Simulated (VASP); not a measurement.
# MgS in VASP: further runs

MgS is run at these levels: PBE, r2SCAN, HSE06; tasks: single point.

All numbers are computed with VASP 6.6.1; they aren't measurements. Logs are shortened: lines on timing, memory, paths and dates and some standing lists are left out, and cuts for length are marked.

## Step 1: The cell of the first run

Symmetry: I4/mmm, No. 139, tetragonal system. The conventional cell has a = 3.679 Å, b = 3.679 Å, c = 5.308 Å, α = 90.00°, β = 90.00°, γ = 90.00°. Within 3.4 Å of Mg (site symmetry 4/mmm) lie 6 S at 2.60 to 2.65 Å. S (site symmetry 4/mmm) has 6 Mg at 2.60 to 2.65 Å within 3.4 Å.

## Step 2: Single point, PBE (uniaxial x strain +2.0%)

File INCAR:

```
PREC = Accurate
ENCUT = 520
EDIFF = 1E-6
ISMEAR = -1
SIGMA = 0.02
LREAL = F
LASPH = T
NELM = 80
ALGO = Normal
ISIF = 2
LWAVE = F
LCHARG = F
GGA = PE
NBANDS = 11
```

File KPOINTS:

```
regular mesh
0
Gamma
  8 8 8
```

File POSCAR:

```
MgS
1.0
    0.0000000000      2.6015179370      2.6015179370
    2.6540685993      0.0000000000      2.6015179370
    2.6540685993      2.6015179370      0.0000000000
Mg S
1 1
Direct
    0.0000000000      0.0000000000      0.0000000000
    0.5000000000      0.5000000000      0.5000000000
```

Potentials or basis: VASP PAW PBE potentials, release 64 (Mg, S).

The run is started by

```console
$ cat potpaw_PBE.64/Mg/POTCAR potpaw_PBE.64/S/POTCAR > POTCAR
$ mpirun -np 1 vasp_std > vasp.out
```

OUTCAR:

```text
PREC = Accurate
   ENCUT = 520
   EDIFF = 1E-6
   ISMEAR = -1
   LREAL = F
   LASPH = T
   NELM = 80
   ISIF = 2
   GGA = PE

 ion  position               nearest neighbor table
   1  0.000  0.000  0.000-   2 2.60   2 2.60   2 2.60   2 2.60   2 2.65   2 2.65
   2  0.500  0.500  0.500-   1 2.60   1 2.60   1 2.60   1 2.60   1 2.65   1 2.65

  LATTYP: Found a body centered tetragonal cell.
 ALAT       =     3.6791019493
 C/A-ratio  =     1.4427806763

  Lattice vectors:

 A1 = (   2.6540685993,   0.0000000000,   2.6015179370)
 A2 = (   2.6540685993,   0.0000000000,  -2.6015179370)
 A3 = (  -2.6540685993,   2.6015179370,   0.0000000000)

Analysis of symmetry for initial positions (statically):
=====================================================================
 Subroutine PRICEL returns:
 Original cell was already a primitive cell.

 Routine SETGRP: Setting up the symmetry group for a
 body centered tetragonal supercell.

 Subroutine GETGRP returns: Found 16 space group operations
 (whereof 16 operations were pure point group operations)
 out of a pool of 16 trial point group operations.

The static configuration has the point symmetry D_4h.

Analysis of symmetry for dynamics (positions and initial velocities):
=====================================================================
 Subroutine PRICEL returns:
 Original cell was already a primitive cell.

 Routine SETGRP: Setting up the symmetry group for a
 body centered tetragonal supercell.

 Subroutine GETGRP returns: Found 16 space group operations
 (whereof 16 operations were pure point group operations)
 out of a pool of 16 trial point group operations.

The dynamic configuration has the point symmetry D_4h.

 Subroutine INISYM returns: Found 16 space group operations
 (whereof 16 operations are pure point group operations),
 and found     1 'primitive' translations

----------------------------------------------------------------------------------------

                                     Primitive cell

  volume of cell :      35.9249

  direct lattice vectors                    reciprocal lattice vectors
     0.000000000  2.601517937  2.601517937    -0.188390006  0.192195484  0.192195484
     2.654068599  0.000000000  2.601517937     0.188390006 -0.192195484  0.192195484
     2.654068599  2.601517937  0.000000000     0.188390006  0.192195484 -0.192195484

  length of vectors
     3.679101949  3.716446651  3.716446651     0.330709847  0.330709847  0.330709847
[... 81 lines left out ...]
   EDIFF  = 0.1E-05   stopping-criterion for ELM
   LREAL  =      F    real-space projection
   EDIFFG = 0.1E-04   stopping-criterion for IOM
   NSW    =      0    number of steps for IOM
   IBRION =     -1    ionic relax: 0-MD 1-quasi-New 2-CG
   NFREE  =      0    steps in history (QN), initial steepest desc. (CG)
   ISIF   =      2    stress and relaxation
   ISYM   =      2    0-nonsym 1-usesym 2-fastsym
   POTIM  = 0.5000    time-step for ionic-motion
   TEBEG  =    0.0;   TEEND  =   0.0 temperature during run
   PSTRESS=    0.0 pullay stress
   NELECT =       8.0000    total number of electrons
   NUPDOWN=      -1.0000    fix difference up-down
   EMIN   =  10.00;   EMAX   =-10.00  energy-range for DOS
   EFERMI =   0.00;   METHOD = LEGACY
   ISMEAR =    -1;   SIGMA  =   0.02  broadening in eV -4-tet -1-fermi 0-gaus
   EFERMI_NEDOS =   21; number of points for ismear=-14 and -15
   IALGO  =     38    algorithm
   IMIX   =      4    mixing-type and parameters
     AMIX     =   0.40;   BMIX     =  1.00
     AMIX_MAG =   1.60;   BMIX_MAG =  1.00
  volume/ion in A,a.u.               =      17.96       121.22
  Fermi-wavevector in a.u.,A,eV,Ry     =   0.992292  1.875160 13.396891  0.984644
  Thomas-Fermi vector in A             =   2.124094
   LORBIT       =      0    0 simple, 1 ext, 2 COOP (PROOUT), +10 PAW based schemes
   GGA     = PE    functional components
   LHFCALC =     F    Hartree Fock is set to
   AEXX    =    0.0000 exact exchange contribution
   IVDW    =     0    specifies the selected vdW correction
   LEPSILON=     F    determine dielectric tensor
   LRPA    =     F    only Hartree local field effects (RPA)
 non-spin polarized calculation
  energy-cutoff  :      520.00
  volume of cell :       35.92
 maximum number of plane-waves:       982
   NGX = 13   NGY = 13   NGZ = 13

 number of electron       8.0000000 magnetization

 Free energy of the ion-electron system (eV)
  ---------------------------------------------------
  ext. energy  EPLUGINS =         0.00000000
  ---------------------------------------------------
  free energy    TOTEN  =        -8.49973990 eV

  energy without entropy =       -8.49973990  energy(sigma->0) =       -8.49973990

 E-fermi :   4.0181     XC(G=0):  -9.6061

 val. band max:        3.6047195137   @ k =   0.0000   0.0000   0.0000
 cond. band min:       6.2514676680   @ k =   0.5000   0.5000   0.0000
 fundamental gap:      2.6467481543
 Fermi energy:         4.0181045789

 k-point     1 :       0.0000    0.0000    0.0000
  band No.  band energies     occupation
      1      -9.0066      2.00000
      2       3.5211      2.00000
      3       3.5211      2.00000
      4       3.6047      2.00000
      5       7.1052      0.00000
      6      11.3819      0.00000
      7      11.5866      0.00000
      8      11.5866      0.00000
      9      13.7384      0.00000
     10      14.0115      0.00000
     11      16.0441      0.00000
[... 309 lines left out ...]
 k-point    24 :       0.3750    0.1250    0.1250
  band No.  band energies     occupation
      1      -8.1942      2.00000
      2       0.2433      2.00000
      3       2.4037      2.00000
      4       3.2470      2.00000
      5       9.1392      0.00000
      6      10.6771      0.00000
      7      11.2465      0.00000
      8      11.5460      0.00000
      9      13.4978      0.00000
     10      16.1239      0.00000
     11      16.3931      0.00000

 [... further k-points ...]
[... 5 lines left out ...]
  --------------------------------------------------------------------------------------
  -------------------------------------------------------------------------------------
  Total       -0.4006627      0.0078349      0.0078349      0.0000000      0.0000000     -0.0000000
  in kB      -17.8687291      0.3494214      0.3494214      0.0000000      0.0000000     -0.0000000
  external PRESSURE =      -5.7232954 kB  Pullay stress =       0.0000000 kB

 VOLUME and BASIS-vectors are now :
 -----------------------------------------------------------------------------
  energy-cutoff  :      520.00
  volume of cell :       35.92
      direct lattice vectors                 reciprocal lattice vectors
     0.000000000  2.601517937  2.601517937    -0.188390006  0.192195484  0.192195484
     2.654068599  0.000000000  2.601517937     0.188390006 -0.192195484  0.192195484
     2.654068599  2.601517937  0.000000000     0.188390006  0.192195484 -0.192195484

 POSITION                                       TOTAL-FORCE (eV/Angst)
 -----------------------------------------------------------------------------------
      0.00000      0.00000      0.00000         0.000000     -0.000000     -0.000000
      2.65407      2.60152      2.60152        -0.000000      0.000000      0.000000
 -----------------------------------------------------------------------------------
    total drift:                                0.000000      0.000000      0.000000

  FREE ENERGIE OF THE ION-ELECTRON SYSTEM (eV)
  ---------------------------------------------------
  free  energy   TOTEN  =        -8.4997398988 eV

  energy  without entropy=       -8.4997398988  energy(sigma->0) =       -8.49973990
```

stdout:

```text
POSCAR found type information on POSCAR MgS
 POSCAR found :  2 types and       2 ions
 scaLAPACK will be used
 LDA part: xc-table for (Slater+PW92), standard interpolation
 POSCAR, INCAR and KPOINTS ok, starting setup
 FFT: planning ... GRIDC
 FFT: planning ... GRID_SOFT
 FFT: planning ... GRID
 WAVECAR not read
 entering main loop
```

Wall time 10 s (1 thread of Intel Xeon 6975P-C (Granite Rapids), shared host); peak memory 0.16 GiB.

What came out:

```yaml
Free_energy: -8.4997 eV
Pressure: -0.6 GPa
Band_gap_on_the_k_mesh: 2.65 eV (least direct gap 3.50 eV)
```

Levels at points of the mesh, in eV from the valence-band top:
```
           k point  band 1  band 2  band 3  band 4  band 5  band 6  band 7  band 8
(0.00, 0.00, 0.00)  -12.61   -0.08   -0.08    0.00    3.50    7.78    7.98    7.98
(0.50, 0.00, 0.00)  -11.36   -4.78   -0.65   -0.59    4.46    6.73    6.93    9.84
(0.50, 0.50, 0.00)  -10.98   -4.14   -1.81   -1.64    2.65    4.38   11.82   12.72
(0.00, 0.50, 0.50)  -11.05   -4.16   -1.64   -1.64    2.75    4.45   11.61   12.68
```

Caveat: the cell differs from its parent crystal (uniaxial x strain +2.0%). A k mesh can miss the band edges.

## Step 3: Single point, r2SCAN (uniaxial x strain +2.0%)

POSCAR is that of step 2.

File INCAR.step1:

```
SYSTEM = MgS
ALGO     = Normal         ! electronic algorithm
EDIFF    = 1E-4           ! SCF threshold, eV
ENCUT    = 520            ! plane-wave cutoff, eV
GGA      = PE             ! functional
ISMEAR   = 0              ! smearing method
LASPH    = .TRUE.         ! aspherical terms in the spheres
LCHARG   = .FALSE.        ! write CHGCAR
LREAL    = .FALSE.        ! projectors in reciprocal space
LWAVE    = .TRUE.         ! write WAVECAR
NBANDS   = 11             ! bands
NELM     = 100            ! most SCF steps
PREC     = Accurate       ! precision mode
SIGMA    = 0.01           ! smearing width, eV
```

File INCAR.step2:

```
SYSTEM = MgS
ALGO     = Normal         ! electronic algorithm
EDIFF    = 1E-6           ! SCF threshold, eV
ENCUT    = 520            ! plane-wave cutoff, eV
ISIF     = 2              ! what is computed and relaxed
ISMEAR   = 0              ! smearing method
ISTART   = 1            
LASPH    = .TRUE.         ! aspherical terms in the spheres
LCHARG   = .FALSE.        ! write CHGCAR
LMIXTAU  = .TRUE.       
LREAL    = .FALSE.        ! projectors in reciprocal space
LWAVE    = .FALSE.        ! write WAVECAR
METAGGA  = R2SCAN         ! meta-GGA
NBANDS   = 11             ! bands
NELM     = 100            ! most SCF steps
PREC     = Accurate       ! precision mode
SIGMA    = 0.01           ! smearing width, eV
```

File KPOINTS:

```
k-points
0
G
  8 8 8
  0 0 0
```

Potentials or basis: VASP PAW PBE potentials, release 64 (Mg, S).

The run is started by

```console
$ cat potpaw_PBE.64/Mg/POTCAR potpaw_PBE.64/S/POTCAR > POTCAR
$ cp INCAR.step1 INCAR
$ mpirun -np 1 vasp_std > vasp.out
$ cp INCAR.step2 INCAR
$ mpirun -np 1 vasp_std > vasp.out
```

OUTCAR:

```text
SYSTEM = MgS
   EDIFF = 1E-6
   ENCUT = 520
   ISIF = 2
   ISMEAR = 0
   ISTART = 1
   LASPH = .TRUE.
   LREAL = .FALSE.
   METAGGA = R2SCAN
   NELM = 100
   PREC = Accurate

 ion  position               nearest neighbor table
   1  0.000  0.000  0.000-   2 2.60   2 2.60   2 2.60   2 2.60   2 2.65   2 2.65
   2  0.500  0.500  0.500-   1 2.60   1 2.60   1 2.60   1 2.60   1 2.65   1 2.65

  LATTYP: Found a body centered tetragonal cell.
 ALAT       =     3.6791019493
 C/A-ratio  =     1.4427806763

  Lattice vectors:

 A1 = (   2.6540685993,   0.0000000000,   2.6015179370)
 A2 = (   2.6540685993,   0.0000000000,  -2.6015179370)
[... 514 lines left out ...]
      8      12.1028      0.00000
      9      13.9275      0.00000
     10      16.8003      0.00000
     11      17.1515      0.00000

 [... further k-points ...]
[... 5 lines left out ...]
  --------------------------------------------------------------------------------------
  -------------------------------------------------------------------------------------
  Total       -0.7023569     -0.2952724     -0.2952724     -0.0000000      0.0000000     -0.0000000
  in kB      -31.3236714    -13.1685405    -13.1685405     -0.0000000      0.0000000     -0.0000000
  external PRESSURE =     -19.2202508 kB  Pullay stress =       0.0000000 kB

 VOLUME and BASIS-vectors are now :
 -----------------------------------------------------------------------------
  energy-cutoff  :      520.00
  volume of cell :       35.92
      direct lattice vectors                 reciprocal lattice vectors
     0.000000000  2.601517937  2.601517937    -0.188390006  0.192195484  0.192195484
     2.654068599  0.000000000  2.601517937     0.188390006 -0.192195484  0.192195484
     2.654068599  2.601517937  0.000000000     0.188390006  0.192195484 -0.192195484

 POSITION                                       TOTAL-FORCE (eV/Angst)
 -----------------------------------------------------------------------------------
      0.00000      0.00000      0.00000         0.000000     -0.000000      0.000000
      2.65407      2.60152      2.60152         0.000000      0.000000     -0.000000
 -----------------------------------------------------------------------------------
    total drift:                                0.000000      0.000000      0.000000

  FREE ENERGIE OF THE ION-ELECTRON SYSTEM (eV)
  ---------------------------------------------------
  free  energy   TOTEN  =       -15.5024283550 eV

  energy  without entropy=      -15.5024283550  energy(sigma->0) =      -15.50242836
```

Run time: 58 s. Hardware: 1 thread of Intel Xeon 6975P-C (Granite Rapids), shared host; peak memory 0.17 GiB.

Results:

```
Free energy            : -15.5024 eV
Pressure               : -1.9 GPa
Band gap on the k mesh : 3.30 eV (least direct gap 4.39 eV)
```

Stress tensor (GPa, compression positive):
```
-3.13  0.00  0.00
 0.00 -1.32  0.00
 0.00  0.00 -1.32
```

Caveat: the cell differs from its parent crystal (uniaxial x strain +2.0%); the PAW data sets were made with another functional, which shifts forces and pressure a little. A k mesh can miss the band edges.

(Continued in part 2 of 2.)
